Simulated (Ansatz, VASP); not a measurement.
## Two plane-wave programs on PtSe2

```
CELL_PARAMETERS angstrom
3.72400 0.00000 0.00000
-1.86200 3.22508 0.00000
0.00000 0.00000 5.26448
ATOMIC_POSITIONS crystal
Pt 0.00000 0.00000 0.00000
Se 0.33333 0.66667 0.25000
Se 0.66667 0.33333 0.75000
```

Change from the starting cell: strain +0.000 along x and y, +0.040 along z, atoms carried along.

Alike in both runs: task single point; functional PBEsol; k mesh 12 × 12 × 10; occupations gaussian, width 0.15 eV; no spin polarisation.

|  | VASP | Ansatz |
| --- | --- | --- |
| version | VASP 6.6.1 | Ansatz 0.2.0 |
| potentials or method | VASP PAW PBE potentials, release 64 (Pt, Se), cutoff 520 eV | scalar-relativistic, plane waves, PAW |
| valence electrons in the cell | 22 | 50 |

Ansatz gave:

* gap on the k mesh at the Fermi level (eV): none
* pressure (GPa): -1.7
* traceless stress, the component that is largest in VASP (GPa): -1.30
* rms of the force components (eV/Å): 0.120

Problem. Estimate VASP's values.

Solution. gap on the k mesh at the Fermi level (eV): none; pressure (GPa): -1.6; traceless stress, the component that is largest in VASP (GPa): -1.32; rms of the force components (eV/Å): 0.114.

VASP's potentials were made for PBE, not for PBEsol. Atom by atom the forces differ by 0.006 eV/Å (rms over components). A gap of «none» marks a metal or a gap that the smearing closes. VASP's potentials hold 22 valence electrons a cell and Ansatz's 50, so a difference there can come from the potentials and not from the codes.

Neither program's run includes spin-orbit coupling.
